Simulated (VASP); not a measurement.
**Ti4C: relaxation of the atoms with LDA**

Ti4C, a slab with vacuum:

```
Ti C
1.0
     2.86396    0.00000    0.00000
    -1.43198    2.48026    0.00000
     0.00000    0.00000   22.24123
Ti C
4 1
Direct
  0.66667 0.33333 0.17985
  0.33333 0.66667 0.28179
  0.66667 0.33333 0.38787
  0.33333 0.66667 0.48294
  0.66667 0.33333 0.53690
```

* Program: VASP 6.6.1
* Task: relaxation of the atoms
* Functional: LDA
* Potentials or basis: VASP PAW LDA potentials, release 64 (Ti_sv, C)
* Cutoff: 520 eV
* k mesh: 9 × 9 × 1
* Occupations: gaussian, width 0.1 eV
* Spin: no spin polarisation
* Dipole correction: yes
* Atoms held fixed (from 0): [0, 1, 2, 3]
* Further INCAR settings: ALGO = Normal; EDIFF = 1e-07; NELMDL = -8; IBRION = 2; EDIFFG = -0.025; NSW = 36
* Atoms held along some axes (from 0): atom 4 along a and b

| Item | Value |
| --- | --- |
| Energy gained by relaxing | 69.4 meV/atom |
| Ionic steps | 5 |
| Band gap on the k mesh | zero (bands 26 and 27 overlap by 0.58 eV) |

The path:
```csv
step,energy change (eV),largest force on free atoms (eV/Å),pressure (GPa)
1,0.0000,2.1941,0.10
2,-0.2067,1.5621,1.37
3,-0.3242,0.6294,2.91
4,-0.2556,1.2723,6.48
5,-0.3471,0.0075,4.03
```

Final structure:
```cif
data_structure
_symmetry_space_group_name_H-M 'P 1'
_symmetry_Int_Tables_number 1
_cell_length_a 2.8640
_cell_length_b 2.8640
_cell_length_c 22.2412
_cell_angle_alpha 90.000
_cell_angle_beta 90.000
_cell_angle_gamma 120.000
_cell_volume 157.99
loop_
_atom_site_label
_atom_site_type_symbol
_atom_site_fract_x
_atom_site_fract_y
_atom_site_fract_z
_atom_site_occupancy
Ti1 Ti 0.66667 0.33333 0.17985 1
Ti2 Ti 0.33333 0.66667 0.28179 1
Ti3 Ti 0.66667 0.33333 0.38787 1
Ti4 Ti 0.33333 0.66667 0.48294 1
C1 C 0.66667 0.33333 0.52410 1
```

Levels at points of the mesh, in eV from the Fermi level:
| k point | band 22 | band 23 | band 24 | band 25 | band 26 | band 27 | band 28 | band 29 | band 30 | band 31 |
| --- | --- | --- | --- | --- | --- | --- | --- | --- | --- | --- |
| (0.00, 0.00, 0.00) | -1.44 | -1.44 | -0.20 | 0.38 | 0.47 | 0.76 | 0.76 | 0.79 | 0.79 | 0.94 |

It took 20 min on 1 thread of AMD EPYC 7571, on a shared host, peak memory 0.23 GiB.
